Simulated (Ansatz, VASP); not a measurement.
## One calculation of Ir, two programs

```xyz
1
Lattice="0.0000 1.9197 1.8621 1.9197 0.0000 1.8621 1.9197 1.9197 0.0000" Properties=species:S:1:pos:R:3 pbc="T T T"
Ir    0.0000    0.0000    0.0000
```

Change from the starting cell: strain -0.0300 x Voigt [0, 0, 1, 0, 0, 0], atoms carried along.

Alike in both runs: task single point; functional PBE; k mesh 22 × 22 × 22; occupations gaussian, width 0.15 eV; no spin polarisation.

|  | VASP | Ansatz |
| --- | --- | --- |
| version | VASP 6.6.1 | Ansatz 0.2.0 |
| potentials or method | VASP PAW PBE potentials, release 64 (Ir), cutoff 520 eV | scalar-relativistic, plane waves, PAW |
| valence electrons in the cell | 9 | 17 |

```csv
,VASP,Ansatz,Ansatz less VASP
gap on the k mesh at the Fermi level (eV),none,none,-
pressure (GPa),23.1,22.3,-0.79
"traceless stress, the component that is largest in VASP (GPa)",8.06,8.10,+0.040
```

A gap of «none» marks a metal or a gap that the smearing closes. VASP's potentials hold 9 valence electrons a cell and Ansatz's 17, so a difference there can come from the potentials and not from the codes.

Spin-orbit coupling is off throughout.
